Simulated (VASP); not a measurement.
# Al4FeCo3 (P4/mmm) in VASP: single point with PBE

Aim: the single point of Al4FeCo3 with PBE.

Everything below comes from runs of VASP 6.6.1. Logs are shortened: lines on timing, memory, paths and dates and some standing lists are left out, and cuts for length are marked.

**1. The cell of the first run**

It takes space group P4/mmm (No. 123, tetragonal). The conventional cell has a = 5.708 Å, b = 5.708 Å, c = 2.857 Å, α = 90.00°, β = 90.00°, γ = 90.00°. Al (site symmetry m2m) has 2 Fe at 2.46 Å and 6 Co at 2.47 to 2.49 Å and 6 Al at 2.83 to 2.88 Å within 3.2 Å. Fe (site symmetry 4/mmm) has 8 Al at 2.46 Å and 4 Co at 2.85 Å and 2 Fe at 2.86 Å within 3.2 Å. Within 3.3 Å of Co (site symmetry mmm) lie 8 Al at 2.47 Å and 2 Fe at 2.85 Å and 4 Co at 2.85 to 2.86 Å. Within 3.3 Å of Co (site symmetry 4/mmm) lie 8 Al at 2.49 Å and 6 Co at 2.85 to 2.86 Å.

**2. Single point, PBE, collinear spin, ferromagnetic start**

INCAR

```
  PREC = Accurate
  ENCUT = 520
  EDIFF = 1E-6
  ISMEAR = 0
  SIGMA = 0.1
  LREAL = False
  LASPH = True
  NELM = 150
  ALGO = Normal
  ISIF = 2
  LWAVE = False
  LCHARG = False
  ISPIN = 2
  MAGMOM = 0 0 0 0 4 3 3 3
  LORBIT = 11
  LMAXMIX = 4
  GGA = PE
  NBANDS = 38
```

KPOINTS

```
regular mesh
0
Gamma
  4 4 6
```

POSCAR

```
Al4FeCo3
1.0
    5.7084663000      0.0000000000      0.0000000000
    0.0000000000      5.7084663000      0.0000000000
    0.0000000000      0.0000000000      2.8574821000
Al Fe Co
4 1 3
Direct
    0.7475010000      0.7475010000      0.0000000000
    0.7475010000      0.2524990000      0.0000000000
    0.2524990000      0.7475010000      0.0000000000
    0.2524990000      0.2524990000      0.0000000000
    0.5000000000      0.5000000000      0.5000000000
    0.5000000000      0.0000000000      0.5000000000
    0.0000000000      0.5000000000      0.5000000000
    0.0000000000      0.0000000000      0.5000000000
```

Potentials or basis: VASP PAW PBE potentials, release 64 (Al, Fe, Co).

Launch:

```bash
cat potpaw_PBE.64/Al/POTCAR potpaw_PBE.64/Fe/POTCAR potpaw_PBE.64/Co/POTCAR > POTCAR
mpirun -np 1 vasp_std > vasp.out
```

OUTCAR:

```text
PREC = Accurate
   ENCUT = 520
   EDIFF = 1E-6
   ISMEAR = 0
   LREAL = False
   LASPH = True
   NELM = 150
   ISIF = 2
   ISPIN = 2
   LORBIT = 11
   GGA = PE

 ion  position               nearest neighbor table
   1  0.748  0.748  0.000-   5 2.46   5 2.46   7 2.47   6 2.47   6 2.47   7 2.47   8 2.49   8 2.49
                             2 2.83   3 2.83   3 2.88   2 2.88
   2  0.748  0.252  0.000-   5 2.46   5 2.46   7 2.47   6 2.47   6 2.47   7 2.47   8 2.49   8 2.49
                             1 2.83   4 2.83   4 2.88   1 2.88
   3  0.252  0.748  0.000-   5 2.46   5 2.46   7 2.47   6 2.47   6 2.47   7 2.47   8 2.49   8 2.49
                             1 2.83   4 2.83   4 2.88   1 2.88
   4  0.252  0.252  0.000-   5 2.46   5 2.46   7 2.47   6 2.47   6 2.47   7 2.47   8 2.49   8 2.49
                             2 2.83   3 2.83   3 2.88   2 2.88
   5  0.500  0.500  0.500-   1 2.46   2 2.46   3 2.46   4 2.46   1 2.46   2 2.46   3 2.46   4 2.46
                             6 2.85   7 2.85   6 2.85   7 2.85
   6  0.500  0.000  0.500-   1 2.47   2 2.47   3 2.47   4 2.47   1 2.47   2 2.47   3 2.47   4 2.47
                             5 2.85   8 2.85   5 2.85   8 2.85
   7  0.000  0.500  0.500-   1 2.47   2 2.47   3 2.47   4 2.47   1 2.47   2 2.47   3 2.47   4 2.47
                             5 2.85   8 2.85   8 2.85   5 2.85
   8  0.000  0.000  0.500-   1 2.49   2 2.49   3 2.49   4 2.49   1 2.49   2 2.49   3 2.49   4 2.49
                             6 2.85   7 2.85   7 2.85   6 2.85

  LATTYP: Found a simple tetragonal cell.
 ALAT       =     5.7084663000
 C/A-ratio  =     0.5005691459

  Lattice vectors:

 A1 = (   5.7084663000,   0.0000000000,   0.0000000000)
 A2 = (   0.0000000000,   5.7084663000,   0.0000000000)
 A3 = (   0.0000000000,   0.0000000000,   2.8574821000)

Analysis of symmetry for initial positions (statically):
=====================================================================
 Subroutine PRICEL returns:
 Original cell was already a primitive cell.

 Routine SETGRP: Setting up the symmetry group for a
 simple tetragonal supercell.

 Subroutine GETGRP returns: Found 16 space group operations
 (whereof 16 operations were pure point group operations)
 out of a pool of 16 trial point group operations.

The static configuration has the point symmetry D_4h.

Analysis of symmetry for dynamics (positions and initial velocities):
=====================================================================
 Subroutine PRICEL returns:
 Original cell was already a primitive cell.

 Routine SETGRP: Setting up the symmetry group for a
 simple tetragonal supercell.

 Subroutine GETGRP returns: Found 16 space group operations
 (whereof 16 operations were pure point group operations)
 out of a pool of 16 trial point group operations.

The dynamic configuration has the point symmetry D_4h.

Analysis of structural, dynamic, and magnetic symmetry:
=====================================================================
 Subroutine PRICEL returns:
 Original cell was already a primitive cell.

 Routine SETGRP: Setting up the symmetry group for a
 simple tetragonal supercell.

 Subroutine GETGRP returns: Found 16 space group operations
 (whereof 16 operations were pure point group operations)
 out of a pool of 16 trial point group operations.

The overall configuration has the point symmetry D_4h.

 Subroutine INISYM returns: Found 16 space group operations
 (whereof 16 operations are pure point group operations),
 and found     1 'primitive' translations

----------------------------------------------------------------------------------------

                                     Primitive cell

  volume of cell :      93.1156

  direct lattice vectors                    reciprocal lattice vectors
     5.708466300  0.000000000  0.000000000     0.175178401  0.000000000  0.000000000
     0.000000000  5.708466300  0.000000000     0.000000000  0.175178401  0.000000000
     0.000000000  0.000000000  2.857482100     0.000000000  0.000000000  0.349958448

  length of vectors
     5.708466300  5.708466300  2.857482100     0.175178401  0.175178401  0.349958448

  position of ions in fractional coordinates (direct lattice)
     0.747501000  0.747501000  0.000000000
     0.747501000  0.252499000  0.000000000
     0.252499000  0.747501000  0.000000000
     0.252499000  0.252499000  0.000000000
     0.500000000  0.500000000  0.500000000
     0.500000000  0.000000000  0.500000000
     0.000000000  0.500000000  0.500000000
     0.000000000  0.000000000  0.500000000

  ion indices of the primitive-cell ions
   primitive index   ion index
[... 73 lines left out ...]
   ISPIN  =      2    spin polarized calculation?
   LNONCOLLINEAR =      F non collinear calculations
   LSORBIT =      F    spin-orbit coupling
   LASPH  =      T    aspherical Exc in radial PAW
   ENCUT  =  520.0 eV  38.22 Ry    6.18 a.u.  10.61 10.61  5.31*2*pi/ulx,y,z
   NELM   =    150;   NELMIN=  2; NELMDL= -5     # of ELM steps
   EDIFF  = 0.1E-05   stopping-criterion for ELM
   LREAL  =      F    real-space projection
   EDIFFG = 0.1E-04   stopping-criterion for IOM
   NSW    =      0    number of steps for IOM
   IBRION =     -1    ionic relax: 0-MD 1-quasi-New 2-CG
   NFREE  =      0    steps in history (QN), initial steepest desc. (CG)
   ISIF   =      2    stress and relaxation
   ISYM   =      2    0-nonsym 1-usesym 2-fastsym
   POTIM  = 0.5000    time-step for ionic-motion
   TEBEG  =    0.0;   TEEND  =   0.0 temperature during run
   PSTRESS=    0.0 pullay stress
   NELECT =      47.0000    total number of electrons
   NUPDOWN=      -1.0000    fix difference up-down
   EMIN   =  10.00;   EMAX   =-10.00  energy-range for DOS
   EFERMI =   0.00;   METHOD = LEGACY
   ISMEAR =     0;   SIGMA  =   0.10  broadening in eV -4-tet -1-fermi 0-gaus
   EFERMI_NEDOS =   21; number of points for ismear=-14 and -15
   IALGO  =     38    algorithm
   IMIX   =      4    mixing-type and parameters
     AMIX     =   0.40;   BMIX     =  1.00
     AMIX_MAG =   1.60;   BMIX_MAG =  1.00
  volume/ion in A,a.u.               =      11.64        78.55
  Fermi-wavevector in a.u.,A,eV,Ry     =   1.303467  2.463195 23.116649  1.699026
  Thomas-Fermi vector in A             =   2.434467
   LORBIT       =     11    0 simple, 1 ext, 2 COOP (PROOUT), +10 PAW based schemes
   GGA     = PE    functional components
   LHFCALC =     F    Hartree Fock is set to
   AEXX    =    0.0000 exact exchange contribution
   IVDW    =     0    specifies the selected vdW correction
   LEPSILON=     F    determine dielectric tensor
   LRPA    =     F    only Hartree local field effects (RPA)
 spin polarized calculation
 Gauss-broadening in eV      SIGMA  =   0.10
  energy-cutoff  :      520.00
  volume of cell :       93.12
 maximum number of plane-waves:      2536
   NGX = 21   NGY = 21   NGZ = 11

 number of electron      47.0000011 magnetization      -0.0061456

 number of electron      47.0000011 magnetization       0.0043612

 Free energy of the ion-electron system (eV)
  ---------------------------------------------------
  ext. energy  EPLUGINS =         0.00000000
  ---------------------------------------------------
  free energy    TOTEN  =       -48.75616837 eV

  energy without entropy =      -48.74168739  energy(sigma->0) =      -48.74892788

 E-fermi :   9.7552     XC(G=0): -12.2372

 val. band max:        9.7287665904   @ k =   0.0000   0.0000   0.0000
 cond. band min:       9.8186906430   @ k =   0.0000   0.0000   0.0000
 fundamental gap:      0.0899240527
 Fermi energy:         9.7551700874

 spin component 1

 k-point     1 :       0.0000    0.0000    0.0000
  band No.  band energies     occupation
      1      -0.9772      1.00000
      2       3.2890      1.00000
      3       3.2890      1.00000
      4       3.3920      1.00000
      5       3.5426      1.00000
      6       4.7996      1.00000
[... 901 lines left out ...]
     34      16.2069      0.00000
     35      16.2069      0.00000
 Fermi energy:         9.7551700874

 spin component 2

 k-point     1 :       0.0000    0.0000    0.0000
  band No.  band energies     occupation
      1      -0.9770      1.00000
      2       3.2891      1.00000
      3       3.2891      1.00000
      4       3.3922      1.00000
      5       3.5427      1.00000
      6       4.7998      1.00000
[... 901 lines left out ...]
     34      16.2071      0.00000
     35      16.2071      0.00000
 [bands above 35 left out]

------------------------ aborting loop because EDIFF is reached ----------------------------------------

  FORCE on cell =-STRESS in cart. coord.  units (eV):
  Direction    XX          YY          ZZ          XY          YZ          ZX
  --------------------------------------------------------------------------------------
  -------------------------------------------------------------------------------------
  Total        0.0086374      0.0086374     -0.2976811      0.0000000      0.0000000     -0.0000000
  in kB        0.1486174      0.1486174     -5.1219976      0.0000000      0.0000000     -0.0000000
  external PRESSURE =      -1.6082543 kB  Pullay stress =       0.0000000 kB

 VOLUME and BASIS-vectors are now :
 -----------------------------------------------------------------------------
  energy-cutoff  :      520.00
  volume of cell :       93.12
      direct lattice vectors                 reciprocal lattice vectors
     5.708466300  0.000000000  0.000000000     0.175178401  0.000000000  0.000000000
     0.000000000  5.708466300  0.000000000     0.000000000  0.175178401  0.000000000
     0.000000000  0.000000000  2.857482100     0.000000000  0.000000000  0.349958448

 POSITION                                       TOTAL-FORCE (eV/Angst)
 -----------------------------------------------------------------------------------
      4.26708      4.26708      0.00000        -0.012165     -0.012165      0.000000
      4.26708      1.44138      0.00000        -0.012165      0.012165      0.000000
      1.44138      4.26708      0.00000         0.012165     -0.012165     -0.000000
      1.44138      1.44138      0.00000         0.012165      0.012165      0.000000
      2.85423      2.85423      1.42874         0.000000      0.000000      0.000000
      2.85423      0.00000      1.42874         0.000000      0.000000      0.000000
      0.00000      2.85423      1.42874         0.000000      0.000000      0.000000
      0.00000      0.00000      1.42874         0.000000      0.000000      0.000000
 -----------------------------------------------------------------------------------
    total drift:                                0.000000      0.000000      0.000000

  FREE ENERGIE OF THE ION-ELECTRON SYSTEM (eV)
  ---------------------------------------------------
  free  energy   TOTEN  =       -48.7561683721 eV

  energy  without entropy=      -48.7416873895  energy(sigma->0) =      -48.74892788

 total charge

# of ion       s       p       d       tot
------------------------------------------
    1        0.397   0.431   0.000   0.827
    2        0.397   0.431   0.000   0.827
    3        0.397   0.431   0.000   0.827
    4        0.397   0.431   0.000   0.827
    5        0.432   0.520   6.561   7.514
    6        0.436   0.501   7.499   8.436
    7        0.436   0.501   7.499   8.436
    8        0.427   0.484   7.491   8.403
--------------------------------------------------
tot          3.318   3.730  29.050  36.097

 magnetization (x)

# of ion       s       p       d       tot
------------------------------------------
    1       -0.000  -0.000   0.000  -0.000
    2       -0.000  -0.000   0.000  -0.000
    3       -0.000  -0.000   0.000  -0.000
    4       -0.000  -0.000   0.000  -0.000
    5        0.000   0.000   0.010   0.010
    6       -0.000   0.000  -0.001  -0.001
    7       -0.000   0.000  -0.001  -0.001
    8        0.000   0.000  -0.004  -0.004
--------------------------------------------------
tot         -0.000   0.000   0.004   0.004
```

Run time: 3.8 min. Hardware: 1 thread of Oxide Virtual Turin-like, shared host; peak memory 0.27 GiB.

What came out:

| Quantity | Value |
| --- | --- |
| Free energy | -48.7562 eV |
| Pressure | -0.2 GPa |
| Largest force | 0.017 eV/Å |
| Net moment | 0.00 μB per cell |
| Valence electrons inside the program's atomic spheres | Al 0.83; Fe 7.51; Co 8.44, 8.40 |

Forces on the atoms (eV/Å):
```
Al  -0.012 -0.012  0.000
Al  -0.012  0.012  0.000
Al   0.012 -0.012  0.000
Al   0.012  0.012  0.000
Fe   0.000  0.000  0.000
Co   0.000  0.000  0.000
Co   0.000  0.000  0.000
Co   0.000  0.000  0.000
```

Stress tensor (GPa, compression positive):
```
 0.01  0.00  0.00
 0.00  0.01  0.00
 0.00  0.00 -0.51
```

Levels at points of the mesh, in eV from the Fermi level:
Spin up:
```tsv
k point	band 21	band 22	band 23	band 24	band 25	band 26	band 27	band 28
(0.00, 0.00, 0.00)	-0.60	-0.37	-0.04	-0.04	0.07	0.53	0.84	2.88
(0.50, 0.00, 0.00)	-0.70	-0.59	-0.29	-0.04	0.32	0.78	1.79	2.05
(0.50, 0.50, 0.00)	-0.97	-0.96	-0.30	-0.30	1.89	1.98	1.98	2.44
(0.00, 0.00, 0.50)	-0.23	-0.04	-0.04	0.21	0.33	0.94	2.71	2.73
(0.50, 0.00, 0.50)	-0.04	0.20	0.30	0.47	0.48	0.61	0.67	1.02
(0.50, 0.50, 0.50)	-0.41	-0.36	-0.17	-0.17	0.44	0.44	0.52	1.33
```
Spin down:
| k point | band 22 | band 23 | band 24 | band 25 | band 26 | band 27 |
| --- | --- | --- | --- | --- | --- | --- |
| (0.00, 0.00, 0.00) | -0.37 | -0.03 | -0.03 | 0.06 | 0.53 | 0.85 |
| (0.50, 0.00, 0.00) | -0.59 | -0.28 | -0.03 | 0.31 | 0.78 | 1.79 |
| (0.50, 0.50, 0.00) | -0.96 | -0.28 | -0.28 | 1.89 | 1.97 | 1.97 |
| (0.00, 0.00, 0.50) | -0.05 | -0.04 | 0.21 | 0.33 | 0.94 | 2.71 |
| (0.50, 0.00, 0.50) | 0.20 | 0.29 | 0.47 | 0.48 | 0.61 | 0.67 |
| (0.50, 0.50, 0.50) | -0.36 | -0.17 | -0.17 | 0.43 | 0.43 | 0.51 |

Caveat: the k points lie up to 0.37 Å⁻¹ apart; the starting moments collapsed, and a magnetic state may lie lower.
